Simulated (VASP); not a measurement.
Runs of VASP 6.6.1 on Ti. The structure is that of space group P6_3/mmc (No. 194), or close to it. The cells are those of the table. 

```csv
task,cell,cutoff (eV),smearing,gap on the mesh (eV),pressure (GPa)
single point,"a = 2.751, b = 2.751, c = 4.379 Å, angles 90.0, 90.0, 120.0°, 2 atoms",520,gaussian 0.1 eV,none,29.3
relaxation of shape and atoms at fixed volume,"relaxed from a = 2.921, b = 2.921, c = 4.633 Å, angles 90.0, 90.0, 120.0°, 2 atoms",600,fermi-dirac 0.15 eV,none,2.0
single point,"a = 2.876, b = 2.876, c = 4.557 Å, angles 90.0, 90.0, 120.0°, 2 atoms",520,gaussian 0.1 eV,none,(a)
single point,"a = 2.960, b = 2.960, c = 4.694 Å, angles 90.0, 90.0, 120.0°, 2 atoms",520,fermi-dirac 0.15 eV,none,-2.4
single point,"a = 2.913, b = 2.913, c = 4.612 Å, angles 90.0, 90.0, 120.0°, 2 atoms",520,gaussian 0.1 eV,none,2.6
single point,"a = 2.920, b = 2.920, c = 4.634 Å, angles 90.0, 90.0, 120.0°, 2 atoms",520,fermi-dirac 0.15 eV,none,1.9
single point,"a = 2.941, b = 2.941, c = 4.664 Å, angles 90.0, 90.0, 120.0°, 2 atoms",520,fermi-dirac 0.15 eV,none,(c)
relaxation of cell and atoms,"relaxed from a = 2.938, b = 2.938, c = 4.651 Å, angles 90.0, 90.0, 120.0°, 2 atoms",600,fermi-dirac 0.15 eV,none,0.0
single point,"a = 2.830, b = 2.830, c = 4.491 Å, angles 90.0, 90.0, 120.0°, 2 atoms",520,gaussian 0.1 eV,none,14.3
single point,"a = 2.627, b = 2.627, c = 4.239 Å, angles 90.0, 90.0, 120.0°, 2 atoms",520,gaussian 0.1 eV,none,58.9
relaxation of cell and atoms,"relaxed to 30 GPa from a = 2.756, b = 2.756, c = 4.373 Å, angles 90.0, 90.0, 120.0°, 2 atoms",600,gaussian 0.1 eV,none,29.9
electric field gradients,"a = 2.941, b = 2.941, c = 4.664 Å, angles 90.0, 90.0, 120.0°, 2 atoms",520,fermi-dirac 0.15 eV,none,(b)
```

Alike in all rows: level PBE; potentials or basis VASP PAW PBE potentials, release 64 (Ti_sv); no spin polarisation; k mesh 18 × 18 × 10.

Problem. Estimate the missing entries.

Solution. (a) 7.3; (b) -0.3; (c) -0.2.

Caveats: the cell stands under pressure (at least some runs); the cell is relaxed towards a set pressure, so the run minimises the enthalpy, not the energy (at least some runs).

A gap of «none» marks levels without a gap at the run's occupations.
